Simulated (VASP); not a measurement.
## Tl: single point with PBE+D3(BJ)

The system is Tl.

```
CELL_PARAMETERS angstrom
0.00000 2.46634 2.42935
2.46634 0.00000 2.42935
2.46634 2.46634 0.00000
ATOMIC_POSITIONS crystal
Tl 0.00000 0.00000 0.00000
```

This cell differs from its parent crystal: strain +0.000 along x and y, -0.015 along z.

```
Program                : VASP 6.6.1
Task                   : single point
Functional             : PBE
Dispersion             : D3(BJ)
Potentials or basis    : VASP PAW PBE potentials, release 64 (Tl_d)
Cutoff                 : 520 eV
k mesh                 : 16 × 16 × 16
Occupations            : gaussian, width 0.15 eV
Spin                   : no spin polarisation
Dipole correction      : no
Further INCAR settings : ALGO = Fast; EDIFF = 1e-07; NBANDS = 12
```

```
Pressure                   : -0.4 GPa
Band gap on the k mesh     : zero (an odd number of electrons rules out a gap without spin polarisation)
Dispersion energy per atom : -0.331 eV
```

Levels at points of the mesh, in eV from the Fermi level:
| k point | band 2 | band 3 | band 4 | band 5 | band 6 | band 7 | band 8 | band 9 | band 10 | band 11 |
| --- | --- | --- | --- | --- | --- | --- | --- | --- | --- | --- |
| (0.00, 0.00, 0.00) | -11.57 | -11.54 | -11.32 | -11.29 | -9.81 | 9.99 | 10.03 | 10.03 | 10.92 | 13.96 |
| (0.50, 0.00, 0.00) | -11.56 | -11.53 | -11.08 | -11.07 | -5.32 | -2.76 | 7.88 | 8.13 | 10.36 | 12.15 |
| (0.50, 0.50, 0.00) | -11.78 | -11.09 | -11.01 | -11.01 | -3.54 | -1.61 | 3.88 | 3.88 | 7.24 | 8.64 |
| (0.50, 0.00, 0.50) | -11.78 | -11.09 | -11.03 | -11.01 | -3.74 | -1.76 | 4.03 | 4.11 | 7.42 | 8.82 |

Wall time 2.6 min on 1 thread of Oxide Virtual Turin-like Processor, on a shared host, peak memory 0.22 GiB.

Caveat: the cell differs from its parent crystal (strain +0.000 along x and y, -0.015 along z); spin-orbit coupling is left out, which moves the levels of the heavy elements.
